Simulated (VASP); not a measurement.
# Ta (Im-3m) in VASP: a series of runs

Ta is run at these levels: PBE; tasks: single point, relaxation of cell and atoms.

Everything below comes from runs of VASP 6.6.1. Logs are shortened: lines on timing, memory, paths and dates and some standing lists are left out, and cuts for length are marked.

**1. The cell of the first run**

Symmetry: Im-3m, No. 229, cubic system. The conventional cell has a = 3.320 Å, b = 3.320 Å, c = 3.320 Å, α = 90.00°, β = 90.00°, γ = 90.00°. Within 3.8 Å of Ta (site symmetry m-3m) lie 14 Ta at 2.87 to 3.32 Å.

**2. Single point, PBE**

INCAR

```
PREC = Accurate
ENCUT = 520
EDIFF = 1E-6
ISMEAR = -1
SIGMA = 0.08
LREAL = False
LASPH = True
NELM = 60
ALGO = Normal
ISIF = 2
LWAVE = False
LCHARG = False
GGA = PE
NBANDS = 12
```

KPOINTS

```
regular mesh
0
Gamma
  18 18 18
```

POSCAR

```
Ta
1.0
   -1.6597773589      1.6597773589      1.6597773589
    1.6597773589     -1.6597773589      1.6597773589
    1.6597773589      1.6597773589     -1.6597773589
Ta
1
Direct
    0.0000000000      0.0000000000      0.0000000000
```

Potentials or basis: VASP PAW PBE potentials, release 64 (Ta_pv).

On the command line:

```sh
cat potpaw_PBE.64/Ta_pv/POTCAR > POTCAR
mpirun -np 1 vasp_std > vasp.out
```

OUTCAR:

```text
PREC = Accurate
   ENCUT = 520
   EDIFF = 1E-6
   ISMEAR = -1
   LREAL = False
   LASPH = True
   NELM = 60
   ISIF = 2
   GGA = PE

 ion  position               nearest neighbor table
   1  0.000  0.000  0.000-

  LATTYP: Found a body centered cubic cell.
 ALAT       =     3.3195547178

  Lattice vectors:

 A1 = (  -1.6597773589,   1.6597773589,   1.6597773589)
 A2 = (   1.6597773589,  -1.6597773589,   1.6597773589)
 A3 = (   1.6597773589,   1.6597773589,  -1.6597773589)

Analysis of symmetry for initial positions (statically):
=====================================================================
 Subroutine PRICEL returns:
 Original cell was already a primitive cell.

 Routine SETGRP: Setting up the symmetry group for a
 body centered cubic supercell.

 Subroutine GETGRP returns: Found 48 space group operations
[... 9 lines left out ...]

 Routine SETGRP: Setting up the symmetry group for a
 body centered cubic supercell.

 Subroutine GETGRP returns: Found 48 space group operations
[... 11 lines left out ...]
                                     Primitive cell

  volume of cell :      18.2898

  direct lattice vectors                    reciprocal lattice vectors
    -1.659777359  1.659777359  1.659777359     0.000000000  0.301245223  0.301245223
     1.659777359 -1.659777359  1.659777359     0.301245223  0.000000000  0.301245223
     1.659777359  1.659777359 -1.659777359     0.301245223  0.301245223  0.000000000

  length of vectors
     2.874818715  2.874818715  2.874818715     0.426025079  0.426025079  0.426025079

  position of ions in fractional coordinates (direct lattice)
     0.000000000  0.000000000  0.000000000

  ion indices of the primitive-cell ions
   primitive index   ion index
                 1           1

----------------------------------------------------------------------------------------

 KPOINTS: regular mesh

Automatic generation of k-mesh.
 Grid dimensions read from file:
 generate k-points for:   18   18   18

 Generating k-lattice:

  Cartesian coordinates                     Fractional coordinates (reciprocal lattice)
     0.000000000  0.016735846  0.016735846     0.055555556  0.000000000  0.000000000
     0.016735846  0.000000000  0.016735846     0.000000000  0.055555556  0.000000000
     0.016735846  0.016735846  0.000000000     0.000000000  0.000000000  0.055555556

[... 52 lines left out ...]
   LSORBIT =      F    spin-orbit coupling
   LASPH  =      T    aspherical Exc in radial PAW
   ENCUT  =  520.0 eV  38.22 Ry    6.18 a.u.   5.35  5.35  5.35*2*pi/ulx,y,z
   NELM   =     60;   NELMIN=  2; NELMDL= -5     # of ELM steps
   EDIFF  = 0.1E-05   stopping-criterion for ELM
   LREAL  =      F    real-space projection
   EDIFFG = 0.1E-04   stopping-criterion for IOM
   NSW    =      0    number of steps for IOM
   IBRION =     -1    ionic relax: 0-MD 1-quasi-New 2-CG
   NFREE  =      0    steps in history (QN), initial steepest desc. (CG)
   ISIF   =      2    stress and relaxation
   ISYM   =      2    0-nonsym 1-usesym 2-fastsym
   POTIM  = 0.5000    time-step for ionic-motion
   TEBEG  =    0.0;   TEEND  =   0.0 temperature during run
   PSTRESS=    0.0 pullay stress
   NELECT =      11.0000    total number of electrons
   NUPDOWN=      -1.0000    fix difference up-down
   EMIN   =  10.00;   EMAX   =-10.00  energy-range for DOS
   EFERMI =   0.00;   METHOD = LEGACY
   ISMEAR =    -1;   SIGMA  =   0.08  broadening in eV -4-tet -1-fermi 0-gaus
   EFERMI_NEDOS =   21; number of points for ismear=-14 and -15
   IALGO  =     38    algorithm
   IMIX   =      4    mixing-type and parameters
     AMIX     =   0.40;   BMIX     =  1.00
     AMIX_MAG =   1.60;   BMIX_MAG =  1.00
  volume/ion in A,a.u.               =      18.29       123.43
  Fermi-wavevector in a.u.,A,eV,Ry     =   1.381876  2.611368 25.981449  1.909583
  Thomas-Fermi vector in A             =   2.506620
   LORBIT       =      0    0 simple, 1 ext, 2 COOP (PROOUT), +10 PAW based schemes
   GGA     = PE    functional components
   LHFCALC =     F    Hartree Fock is set to
   AEXX    =    0.0000 exact exchange contribution
   IVDW    =     0    specifies the selected vdW correction
   LEPSILON=     F    determine dielectric tensor
   LRPA    =     F    only Hartree local field effects (RPA)
 non-spin polarized calculation
  energy-cutoff  :      520.00
  volume of cell :       18.29
 maximum number of plane-waves:       531
 NGX is ok and might be reduce to    24

 number of electron      11.0000001 magnetization

 Free energy of the ion-electron system (eV)
  ---------------------------------------------------
  ext. energy  EPLUGINS =         0.00000000
  ---------------------------------------------------
  free energy    TOTEN  =       -11.82676265 eV

  energy without entropy =      -11.79881432  energy(sigma->0) =      -11.81278848

 E-fermi :   5.3742     XC(G=0): -12.5397

 val. band max:        5.3741729533   @ k =   0.3333   0.1667   0.0556
 cond. band min:       5.3899980741   @ k =  -0.2778   0.3889   0.1111
 fundamental gap:      0.0158251208
 Fermi energy:         5.3742480666

 k-point     1 :       0.0000    0.0000    0.0000
  band No.  band energies     occupation
      1     -27.7680      2.00000
      2     -27.7680      2.00000
      3     -27.7680      2.00000
      4      -2.4945      2.00000
      5       6.0978      0.00024
      6       6.0978      0.00024
      7       6.0978      0.00024
      8       9.3168      0.00000
      9       9.3168      0.00000
     10      20.0099      0.00000
     11      20.3010      0.00000
     12      20.3010      0.00000
[... 331 lines left out ...]
 k-point    24 :       0.3889    0.1111   -0.0000
  band No.  band energies     occupation
      1     -28.8146      2.00000
      2     -28.1597      2.00000
      3     -27.8235      2.00000
      4       1.4367      2.00000
      5       3.9820      2.00000
      6       5.9777      0.00106
      7       9.0626      0.00000
      8      10.3287      0.00000
      9      13.1128      0.00000
     10      16.6372      0.00000
     11      18.2549      0.00000
     12      20.0172      0.00000

 [... further k-points ...]
[... 5 lines left out ...]
  --------------------------------------------------------------------------------------
  -------------------------------------------------------------------------------------
  Total        0.0103294      0.0103294      0.0103294      0.0000000      0.0000000      0.0000000
  in kB        0.9048466      0.9048466      0.9048466      0.0000000      0.0000000      0.0000000
  external PRESSURE =       0.9048466 kB  Pullay stress =       0.0000000 kB

 VOLUME and BASIS-vectors are now :
 -----------------------------------------------------------------------------
  energy-cutoff  :      520.00
  volume of cell :       18.29
      direct lattice vectors                 reciprocal lattice vectors
    -1.659777359  1.659777359  1.659777359     0.000000000  0.301245223  0.301245223
     1.659777359 -1.659777359  1.659777359     0.301245223  0.000000000  0.301245223
     1.659777359  1.659777359 -1.659777359     0.301245223  0.301245223  0.000000000

 POSITION                                       TOTAL-FORCE (eV/Angst)
 -----------------------------------------------------------------------------------
      0.00000      0.00000      0.00000         0.000000      0.000000     -0.000000
 -----------------------------------------------------------------------------------
    total drift:                                0.000000      0.000000      0.000000

  FREE ENERGIE OF THE ION-ELECTRON SYSTEM (eV)
  ---------------------------------------------------
  free  energy   TOTEN  =       -11.8267626500 eV

  energy  without entropy=      -11.7988143152  energy(sigma->0) =      -11.81278848
```

Run time: 20 s. Hardware: 1 thread of Intel Xeon Platinum 8259CL at 2.50GHz (Skylake/Cascade Lake), shared host; peak memory 0.17 GiB.

What came out:

* Free energy: -11.8268 eV
* Pressure: 0.1 GPa

Caveat: spin-orbit coupling is left out, which moves the levels of the heavy elements.

**3. Relaxation of cell and atoms, PBE**

INCAR

```
SYSTEM = Ta
PREC = Accurate
ENCUT = 600
EDIFF = 1E-6
ISMEAR = -1
SIGMA = 0.08
LREAL = .False.
LASPH = .True.
NELM = 100
ALGO = Normal
ISIF = 3
LWAVE = .False.
LCHARG = .False.
GGA = PE
IBRION = 2
NSW = 60
EDIFFG = -0.005
```

KPOINTS

```
regular mesh
0
Gamma
  18 18 18
  0 0 0
```

POSCAR

```
Ta
1.0
   -1.6607199181      1.6607199181      1.6607199181
    1.6607199181     -1.6607199181      1.6607199181
    1.6607199181      1.6607199181     -1.6607199181
Ta
1
Direct
    0.0000000000      0.0000000000      0.0000000000
```

Potentials or basis: VASP PAW PBE potentials, release 64 (Ta_pv).

On the command line:

```sh
cat potpaw_PBE.64/Ta_pv/POTCAR > POTCAR
mpirun -np 1 vasp_std > vasp.out
```

Wall time 29 s (1 thread of Intel Xeon Platinum 8259CL at 2.50GHz (Skylake/Cascade Lake), shared host); peak memory 0.17 GiB.

Results (log left out):

- Free energy: -11.8270 eV
- Relaxed volume: 18.30 Å³/atom
- Relaxed cell: a = 2.875 Å, b = 2.875 Å, c = 2.875 Å, α = 109.47°, β = 109.47°, γ = 109.47°
- Space group after relaxing (to 0.05 Å): Im-3m (No. 229)
- Energy gained by relaxing: 0.0 meV/atom
- Ionic steps: 3
- Pressure after relaxing: 0.0 GPa

Final structure:
```yaml
crystal:
  lattice:
    - [-1.66012, 1.66012, 1.66012]
    - [1.66012, -1.66012, 1.66012]
    - [1.66012, 1.66012, -1.66012]
  atoms:
    - { symbol: Ta, position: [0.00000, 0.00000, 0.00000] }
```

Levels at points of the mesh, in eV from the Fermi level:
| k point | band 1 | band 2 | band 3 | band 4 | band 5 | band 6 | band 7 | band 8 | band 9 |
| --- | --- | --- | --- | --- | --- | --- | --- | --- | --- |
| (0.00, 0.00, 0.00) | -33.14 | -33.14 | -33.14 | -7.87 | 0.72 | 0.72 | 0.72 | 3.94 | 3.94 |
| (0.50, 0.00, 0.00) | -34.26 | -33.51 | -33.15 | -4.32 | -1.51 | 1.50 | 3.81 | 4.82 | 7.63 |
| (0.50, 0.50, 0.50) | -33.92 | -33.92 | -33.92 | -3.72 | -3.72 | 6.70 | 6.70 | 6.70 | 8.50 |

Caveat: spin-orbit coupling is left out, which moves the levels of the heavy elements.

**4. Single point, PBE**

This run uses another cell than the first one: it holds 3 atoms, not 1.

INCAR

```
ALGO = Normal ; EDIFF = 1E-6
ENCUT = 520 ; GGA = PE
ISIF = 2 ; ISMEAR = -1
LASPH = True ; LCHARG = False
LREAL = False ; LWAVE = False
NBANDS = 24 ; NELM = 100
PREC = Accurate ; SIGMA = 0.08
```

KPOINTS

```
k-points
0
Gamma
  9 9 13
```

POSCAR

```
Ta
1.0
    0.0000000000      3.3195547178     -3.3195547178
   -3.3195547178      0.0000000000      3.3195547178
    1.6597773589      1.6597773589      1.6597773589
Ta
3
Direct
    0.0000000000      0.0000000000      0.0000000000
    0.3333333330      0.6666666670      0.3333333330
    0.6666666670      0.3333333330      0.6666666670
```

On the command line:

```sh
cat potpaw_PBE.64/Ta_pv/POTCAR > POTCAR
mpirun -np 1 vasp_std > vasp.out
```

Run time: 61 s. Hardware: 1 thread of Intel Xeon 6975P-C (Granite Rapids), shared host; peak memory 0.26 GiB.

Results (log left out):

```yaml
Free_energy: -35.4811 eV
Pressure: 0.1 GPa
```

Levels at points of the mesh, in eV from the Fermi level:
```
           k point  band 14  band 15  band 16  band 17  band 18  band 19  band 20  band 21
(0.00, 0.00, 0.00)    -1.02    -1.02    -1.02     0.73     0.73     0.73     3.95     3.95
```

Caveat: spin-orbit coupling is left out, which moves the levels of the heavy elements.

**5. Overview**

```csv
task,cell,k mesh,cutoff (eV),gap on the mesh (eV),pressure (GPa)
single point,"a = 2.875 Å, angles 109.5°, 1 atom",18 × 18 × 18,520,none,0.1
relaxation of cell and atoms,"relaxed from a = 2.876 Å, angles 109.5°, 1 atom",18 × 18 × 18,600,none,0.0
single point,"a = 4.695, b = 4.695, c = 2.875 Å, angles 90.0, 90.0, 120.0°, 3 atoms",9 × 9 × 13,520,none,0.1
```

Alike in all rows: level PBE; potentials or basis VASP PAW PBE potentials, release 64 (Ta_pv); no spin polarisation; smearing fermi-dirac 0.08 eV.

Caveats: spin-orbit coupling is left out, which moves the levels of the heavy elements.

Absolute energies hang on the potentials; compare differences alone.
